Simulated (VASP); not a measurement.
MnS, 2 atoms in the cell. It takes space group F-43m (No. 216, cubic). The conventional cell has a = 4.947 Å, b = 4.947 Å, c = 4.947 Å, α = 90.00°, β = 90.00°, γ = 90.00°. Mn (site symmetry -43m) has 4 S at 2.14 Å within 2.8 Å. Within 2.8 Å of S (site symmetry -43m) lie 4 Mn at 2.14 Å. 

```yaml
Program: VASP 6.6.1
Task: single point
Functional: PBEsol
Potentials_or_basis: VASP PAW PBE potentials, release 64 (Mn_pv, S)
Cutoff: 520 eV
k_mesh: 8 × 8 × 8
Occupations: fermi-dirac, width 0.05 eV
Spin: collinear spin, ferromagnetic start
Starting_moments: "[2.0, 0.0] μB"
Fixed_moment: 2 μB
Dipole_correction: no
Further_INCAR_settings: ALGO = Normal; EDIFF = 1e-06; NBANDS = 20
```

Potentials or basis: VASP PAW PBE potentials, release 64 (Mn_pv, S).

Run with:

```console
$ cat potpaw_PBE.64/Mn_pv/POTCAR potpaw_PBE.64/S/POTCAR > POTCAR
$ mpirun -np 1 vasp_std > vasp.out
```

Hardware: 1 thread of Intel(R) Xeon(R) Platinum 8559C (Emerald Rapids) (shared host).

Task: Estimate the wall time of this run.

Result: It took 22 s on 1 thread of Intel(R) Xeon(R) Platinum 8559C (Emerald Rapids), on a shared host, peak memory 0.18 GiB. Counts: scf iterations 15, k points 29.
